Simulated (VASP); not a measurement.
LiCl, 4 atoms in the cell. It takes space group P6_3mc (No. 186, hexagonal). Conventional cell: a = 3.894 Å, b = 3.894 Å, c = 6.226 Å, α = 90.00°, β = 90.00°, γ = 120.00°. Within 3.1 Å of Li (site symmetry 3m) lie 4 Cl at 2.37 Å. Within 3.1 Å of Cl (site symmetry 3m) lie 4 Li at 2.37 Å. 

- Program: VASP 6.6.1
- Task: single point
- Functional: PBE
- Potentials or basis: VASP PAW PBE potentials, release 64 (Li_sv, Cl)
- Cutoff: 520 eV
- k mesh: 6 × 6 × 4
- Occupations: gaussian, width 0.01 eV
- Spin: no spin polarisation
- Dipole correction: no
- Further INCAR settings: ALGO = Normal; EDIFF = 1e-06; NBANDS = 18

Potentials or basis: VASP PAW PBE potentials, release 64 (Li_sv, Cl).

Launch:

```bash
$ cat potpaw_PBE.64/Li_sv/POTCAR potpaw_PBE.64/Cl/POTCAR > POTCAR
$ mpirun -np 1 vasp_std > vasp.out
```

Hardware: 1 thread of Intel(R) Xeon(R) Platinum 8488C (Sapphire Rapids), with other jobs on the host.

Problem. Estimate the wall time of this run.

Solution. Wall time 24 s on 1 thread of Intel(R) Xeon(R) Platinum 8488C (Sapphire Rapids), on a shared host, peak memory 0.19 GiB. Counts: scf iterations 13, k points 21.
